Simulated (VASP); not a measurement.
Write the native input for VASP 6.6.1 that does the following.

```yaml
Task: single point
Functional: r2SCAN
Potentials_or_basis: VASP PAW PBE potentials, release 64 (Ti_sv)
Cutoff: 520 eV
k_mesh: 20 × 20 × 20
Occupations: gaussian, width 0.15 eV
Spin: no spin polarisation
Dipole_correction: no
Further_INCAR_settings: ALGO = Normal; EDIFF = 1e-06; NBANDS = 12
```

Ti:

```xyz
1
Lattice="0.0000 2.0604 2.0300 2.0604 0.0000 2.0300 2.0604 2.0604 0.0000" Properties=species:S:1:pos:R:3 pbc="T T T"
Ti    0.0000    0.0000    0.0000
```

This cell differs from its parent crystal: strain +0.015 along x and y, +0.000 along z.

The input as run:

POSCAR

```
Ti
1.0
    0.0000000000      2.0604500000      2.0300000000
    2.0604500000      0.0000000000      2.0300000000
    2.0604500000      2.0604500000      0.0000000000
Ti
1
Direct
    0.0000000000      0.0000000000      0.0000000000
```

INCAR.step1

```
ALGO = Normal
EDIFF = 1E-4
ENCUT = 520
GGA = PE
ISMEAR = 0
LASPH = True
LCHARG = False
LREAL = False
LWAVE = True
NBANDS = 12
NELM = 100
PREC = Accurate
SIGMA = 0.15
```

INCAR.step2

```
ALGO = Normal
EDIFF = 1E-6
ENCUT = 520
ISIF = 2
ISMEAR = 0
ISTART = 1
LASPH = True
LCHARG = True
LELF = True
LMIXTAU = True
LREAL = False
LVHAR = True
LWAVE = False
METAGGA = R2SCAN
NBANDS = 12
NELM = 100
PREC = Accurate
SIGMA = 0.15
```

KPOINTS

```
k-points
0
Gamma
  20 20 20
```

Potentials or basis: VASP PAW PBE potentials, release 64 (Ti_sv).

Launch:

```bash
$ cat potpaw_PBE.64/Ti_sv/POTCAR > POTCAR
$ cp INCAR.step1 INCAR
$ mpirun -np 1 vasp_std > vasp.out
$ cp INCAR.step2 INCAR
$ mpirun -np 1 vasp_std > vasp.out
```

It gave:

```json
{
  "Pressure": "1.2 GPa",
  "Band gap on the k mesh": "zero (band 6 reaches 9.30 eV, above the bottom of band 7 at 7.87 eV)"
}
```

Caveat: the cell differs from its parent crystal (strain +0.015 along x and y, +0.000 along z); the PAW data sets were made with another functional, which shifts forces and pressure a little.

It took 2.7 min on 1 thread of Intel(R) Xeon(R) 6975P-C (Granite Rapids), on a shared host, peak memory 0.25 GiB.
